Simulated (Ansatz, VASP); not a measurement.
TiC: VASP beside Ansatz

```
Ti C
1.0
     0.00000    2.20728    2.16400
     2.12072    0.00000    2.16400
     2.12072    2.20728    0.00000
Ti C
1 1
Cartesian
  0.0000 0.0000 0.0000
  2.1207 2.2073 2.1640
```

Change from the starting cell: strain -0.0200 x Voigt [1, -1, 0, 0, 0, 0], atoms carried along.

Alike in both runs: task single point; functional PBE; k mesh 18 × 18 × 18; occupations gaussian, width 0.15 eV; no spin polarisation.

|  | VASP | Ansatz |
| --- | --- | --- |
| version | VASP 6.6.1 | Ansatz 0.2.0 |
| potentials or method | VASP PAW PBE potentials, release 64 (Ti_sv, C), cutoff 520 eV | scalar-relativistic, plane waves, PAW |
| valence electrons in the cell | 16 | 16 |

|  | VASP | Ansatz | Ansatz less VASP |
| --- | --- | --- | --- |
| gap on the k mesh at the Fermi level (eV) | none | none | - |
| pressure (GPa) | 1.8 | 1.6 | -0.20 |
| traceless stress, the component that is largest in VASP (GPa) | 8.30 | 8.25 | -0.055 |

A gap of «none» marks a metal or a gap that the smearing closes.
